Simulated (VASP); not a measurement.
Set up this calculation in VASP 6.6.1, as the native input.

```
Task                   : single point
Functional             : PBE
Potentials or basis    : VASP PAW PBE potentials, release 64 (Al, Ir)
Cutoff                 : 520 eV
k mesh                 : 12 × 12 × 8
Occupations            : gaussian, width 0.1 eV
Spin                   : no spin polarisation
Dipole correction      : no
Further INCAR settings : ALGO = Fast; EDIFF = 1e-06; NBANDS = 18
```

The structure of Al4Ir lies in POSCAR:

```
Al4Ir
1.0
    5.3030976271      0.0000000000      0.0000000000
   -2.6515488135      4.5926172639      0.0000000000
    0.0000000000      0.0000000000      4.5202799803
Al Ir
4 1
Direct
    0.5000000000      0.0000000000      0.0000000000
    0.0000000000      0.5000000000      0.0000000000
    0.5000000000      0.5000000000      0.0000000000
    0.0000000000      0.0000000000      0.0000000000
    0.0000000000      0.0000000000      0.5000000000
```

One way to write it, as run:

INCAR

```
  PREC = Accurate
  ENCUT = 520
  EDIFF = 1E-6
  ISMEAR = 0
  SIGMA = 0.1
  LREAL = False
  LASPH = True
  NELM = 60
  ALGO = Fast
  ISIF = 2
  LWAVE = False
  LCHARG = False
  GGA = PE
  NBANDS = 18
```

KPOINTS

```
Automatic mesh
0
Gamma
  12 12 8
```

Potentials or basis: VASP PAW PBE potentials, release 64 (Al, Ir).

Run with:

```bash
$ cat potpaw_PBE.64/Al/POTCAR potpaw_PBE.64/Ir/POTCAR > POTCAR
$ mpirun -np 1 vasp_std > vasp.out
```

It gave:

```
Pressure : 0.0 GPa
```

Wall time 85 s on 1 thread of Intel(R) Xeon(R) 6975P-C (Granite Rapids) (shared host), peak memory 0.35 GiB.
